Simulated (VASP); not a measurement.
Wanted: the native input for a VASP 6.6.1 run.

```
Task                   : single point
Functional             : PBE
Potentials or basis    : VASP PAW PBE potentials, release 64 (Ni, Sb)
Cutoff                 : 520 eV
k mesh                 : 12 × 12 × 8
Occupations            : gaussian, width 0.05 eV
Spin                   : collinear spin, zero start
Starting moments       : [0.0, 0.0, 0.0, 0.0] μB
Dipole correction      : no
Further INCAR settings : ALGO = Normal; EDIFF = 1e-07; NBANDS = 27
```

The structure of NiSb lies in POSCAR:

```
NiSb
1.0
    4.0792233664      0.0000000000      0.0000000000
   -2.0396116832      3.5327110631      0.0000000000
    0.0000000000      0.0000000000      5.3171139603
Ni Sb
2 2
Direct
    0.0000000000      0.0000000000      0.0000000000
    0.0000000000      0.0000000000      0.5000000000
    0.3333333333      0.6666666667      0.2500000000
    0.6666666667      0.3333333333      0.7500000000
```

These files were run (other wordings do the same):

INCAR

```
ALGO = Normal ; EDIFF = 1E-7
ENCUT = 520 ; GGA = PE
ISIF = 2 ; ISMEAR = 0
ISPIN = 2 ; LASPH = T
LCHARG = T ; LELF = T
LMAXMIX = 4 ; LORBIT = 11
LREAL = F ; LVHAR = T
LWAVE = F ; MAGMOM = 0 0 0 0
NBANDS = 27 ; NELM = 150
PREC = Accurate ; SIGMA = 0.05
```

KPOINTS

```
k-points
0
Gamma
  12 12 8
```

Potentials or basis: VASP PAW PBE potentials, release 64 (Ni, Sb).

Command:

```sh
$ cat potpaw_PBE.64/Ni/POTCAR potpaw_PBE.64/Sb/POTCAR > POTCAR
$ mpirun -np 1 vasp_std > vasp.out
```

Results of the run:

```yaml
Pressure: -7.6 GPa
Band_gap_on_the_k_mesh: zero (filled and empty bands overlap)
Net_moment: 0.00 μB per cell
Valence_electrons_inside_the_program's_atomic_spheres: Ni 9.22; Sb 2.36
```

Caveat: spin-orbit coupling is left out, which moves the levels of the heavy elements.

Run time: 6.9 min on 1 thread of Oxide Virtual Turin-like Processor, on a shared host, peak memory 0.39 GiB.
